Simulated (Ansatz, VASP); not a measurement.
Two plane-wave programs on Ga

The input INCAR:

```
ALGO = Fast
EDIFF = 1E-6
ENCUT = 520
GGA = PE
ISIF = 2
ISMEAR = 0
LASPH = T
LCHARG = F
LREAL = F
LWAVE = F
NBANDS = 20
NELM = 60
PREC = Accurate
SIGMA = 0.1
```

The input KPOINTS:

```
k-points
0
Gamma
  6 6 6
```

File POSCAR:

```
Ga
1.0
    0.0000000000      2.8315578885      4.4570079034
    1.6347687292      0.0000000000      4.4570079034
    1.6347687292      2.8315578885      0.0000000000
Ga
2
Direct
    0.1666700000      0.8333300000      0.1666700000
    0.8333300000      0.1666700000      0.8333300000
```

Input for Ansatz:

```yaml
crystal:
  lattice:
    - [0.0, 2.8315578885, 4.4570079034]
    - [1.6347687292, 0.0, 4.4570079034]
    - [1.6347687292, 2.8315578885, 0.0]
  atoms:
    - { symbol: Ga, position: [0.16667, 0.83333, 0.16667] }
    - { symbol: Ga, position: [0.83333, 0.16667, 0.83333] }
basis:
  ecutwfc: 420
kpoints:
  mp_grid: { grid: [6, 6, 6] }
hamiltonian:
  xc: pbe
scf:
  occupations: { method: gaussian, width: 0.1 }
  lower_state_search: "off"
output:
  forces: true
  stress: true
  eigenvalues: true
```

Alike in both runs: task single point; functional PBE; k mesh 6 × 6 × 6; occupations gaussian, width 0.1 eV; no spin polarisation.

|  | VASP | Ansatz |
| --- | --- | --- |
| version | VASP 6.6.1 | Ansatz 0.2.0 |
| potentials or method | VASP PAW PBE potentials, release 64 (Ga_d), cutoff 520 eV | scalar-relativistic, plane waves, PAW |
| valence electrons in the cell | 26 | 26 |

|  | VASP | Ansatz | Ansatz less VASP |
| --- | --- | --- | --- |
| gap on the k mesh at the Fermi level (eV) | none | none | - |
| rms of the force components (eV/Å) | 0.015 | 0.015 | +0.0002 |

Atom by atom the forces differ by 0.000 eV/Å (rms over components). A gap of «none» marks a metal or a gap that the smearing closes.

The k mesh is coarse, so the values compare programs but aren't converged.
